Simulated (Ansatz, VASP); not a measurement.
## Two plane-wave programs on HfO2

```xyz
12
Lattice="5.2195 0.0000 0.0000 0.0000 5.0048 0.0000 0.0000 0.0000 5.0327" Properties=species:S:1:pos:R:3 pbc="T T T"
Hf    5.0472    3.6661    3.7314
Hf    2.7820    3.6661    1.2151
Hf    2.4375    1.3387    3.7314
Hf    0.1723    1.3387    1.2151
O     3.2994    4.6477    4.4251
O     4.5298    4.6477    1.9087
O     1.2211    2.7020    2.4776
O     1.3886    2.7020    4.9939
O     3.9984    2.3028    4.9939
O     3.8308    2.3028    2.4776
O     0.6896    0.3571    4.4251
O     1.9201    0.3571    1.9087
```

Alike in both runs: task relaxation of cell and atoms; functional SVWN5; k mesh 5 × 6 × 5; occupations fermi-dirac, width 0.05 eV; no spin polarisation.

|  | VASP | Ansatz |
| --- | --- | --- |
| version | VASP 6.6.1 | Ansatz 0.2.0 |
| potentials or method | VASP PAW PBE potentials, release 64 (Hf_pv, O) | Ansatz PAW |
| plane-wave cutoff (eV) | 600 | 420 |
| valence electrons in the cell | 88 | 152 |

```tsv
	VASP	Ansatz	Ansatz less VASP
gap on the k mesh at the Fermi level, each at its own relaxed structure (eV)	4.35	4.36	+0.009
relaxed volume (Å³/atom)	10.60	10.73	+0.126
relaxed length of the cell vector where the two differ most in proportion (Å)	5.158	5.180	+0.0219
```

VASP's potentials were made for PBE, not for SVWN5. VASP's potentials hold 88 valence electrons a cell and Ansatz's 152, so a difference there can come from the potentials and not from the codes.

Neither program's run includes spin-orbit coupling. Noted on Ansatz's run: Pulay correction over one GPa; odd divisions of the mesh miss points on the zone boundary, where band edges often lie, so the gap on the mesh can be too wide; the plane-wave basis is chosen anew once the cell has moved, so the energies of steps on either side of that aren't comparable.
